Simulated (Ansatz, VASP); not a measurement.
**Two plane-wave programs on ScAl**

The input INCAR:

```
PREC     = Accurate       # precision mode
ENCUT    = 520            # plane-wave cutoff, eV
EDIFF    = 1E-7           # SCF threshold, eV
ISMEAR   = 0              # smearing method
SIGMA    = 0.1            # smearing width, eV
LREAL    = F              # projectors in reciprocal space
LASPH    = T              # aspherical terms in the spheres
NELM     = 80             # most SCF steps
ALGO     = Normal         # electronic algorithm
ISIF     = 2              # what is computed and relaxed
LWAVE    = F              # write WAVECAR
LCHARG   = F              # write CHGCAR
GGA      = PS             # functional
NBANDS   = 14             # bands
```

Contents of KPOINTS:

```
Automatic mesh
0
Gamma
  12 12 12
```

POSCAR

```
ScAl
1.0
    3.3703489700      0.0000000000      0.0000000000
    0.0000000000      3.3703489700      0.0000000000
    0.0000000000      0.0000000000      3.3703489700
Sc Al
1 1
Direct
    0.5000000000      0.5000000000      0.5000000000
    0.0000000000      0.0000000000      0.0000000000
```

Input for Ansatz:

```yaml
crystal:
  lattice:
    - [3.37034897, 0.0, 0.0]
    - [0.0, 3.37034897, 0.0]
    - [0.0, 0.0, 3.37034897]
  atoms:
    - { symbol: Sc, position: [0.5, 0.5, 0.5] }
    - { symbol: Al, position: [0.0, 0.0, 0.0] }
basis:
  ecutwfc: 420
kpoints:
  mp_grid: { grid: [12, 12, 12] }
hamiltonian:
  xc: pbesol
scf:
  occupations: { method: gaussian, width: 0.1 }
output:
  forces: true
  stress: true
  eigenvalues: true
  populations: true
  write_density: true
  write_potential: true
  elf: true
  volumetric_format: npy
```

Alike in both runs: task single point; functional PBEsol; k mesh 12 × 12 × 12; occupations gaussian, width 0.1 eV; no spin polarisation.

```csv
,VASP,Ansatz
version,VASP 6.6.1,Ansatz 0.2.0
potentials or method,"VASP PAW PBE potentials, release 64 (Sc_sv, Al), cutoff 520 eV","scalar-relativistic, plane waves, PAW"
valence electrons in the cell,14,14
```

```csv
,VASP,Ansatz,Ansatz less VASP
gap on the k mesh at the Fermi level (eV),none,none,-
pressure (GPa),-1.7,-1.8,-0.11
```

VASP's potentials were made for PBE, not for PBEsol. A gap of «none» marks a metal or a gap that the smearing closes.
